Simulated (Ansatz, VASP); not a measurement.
## Zn: VASP beside Ansatz

Contents of INCAR:

```
ALGO = Normal
EDIFF = 1E-6
ENCUT = 520
GGA = PE
ISIF = 2
ISMEAR = -1
LASPH = True
LCHARG = False
LREAL = False
LWAVE = False
NBANDS = 19
NELM = 80
PREC = Accurate
SIGMA = 0.08
```

KPOINTS

```
k-points
0
Gamma
  16 16 7
```

File POSCAR:

```
Zn
1.0
    1.3178132682     -2.2825195354      0.0000000000
    1.3178132682      2.2825195354      0.0000000000
    0.0000000000      0.0000000000      5.0925371767
Zn
2
Direct
    0.6666666670      0.3333333330      0.2500000000
    0.3333333330      0.6666666670      0.7500000000
```

Input for Ansatz:

```yaml
crystal:
  lattice:
    - [1.3178132682, -2.2825195354, 0.0]
    - [1.3178132682, 2.2825195354, 0.0]
    - [0.0, 0.0, 5.0925371767]
  atoms:
    - { symbol: Zn, position: [0.666666667, 0.333333333, 0.25] }
    - { symbol: Zn, position: [0.333333333, 0.666666667, 0.75] }
kpoints:
  mp_grid: { grid: [16, 16, 7] }
scf:
  occupations: { method: fermi_dirac, width: 0.08 }
hamiltonian:
  xc: pbe
  pseudopotentials: { kind: all_electron, lapw: { basis_error: 0.001 } }
output:
  forces: true
  stress: true
  eigenvalues: true
```

Alike in both runs: task single point; functional PBE; k mesh 16 × 16 × 7; occupations fermi-dirac, width 0.08 eV; no spin polarisation.

|  | VASP | Ansatz |
| --- | --- | --- |
| version | VASP 6.6.1 | Ansatz 0.2.0 |
| potentials or method | VASP PAW PBE potentials, release 64 (Zn), cutoff 520 eV | all-electron LAPW, scalar-relativistic |

VASP gave:

* pressure (GPa): 0.4
* traceless stress, the component that is largest in VASP (GPa): -1.37

**Question.** Estimate Ansatz's values.

**Answer.** Pressure (GPa): 0.1; traceless stress, the component that is largest in VASP (GPa): -1.20.

Ansatz ran all-electron here, and VASP with PAW potentials.
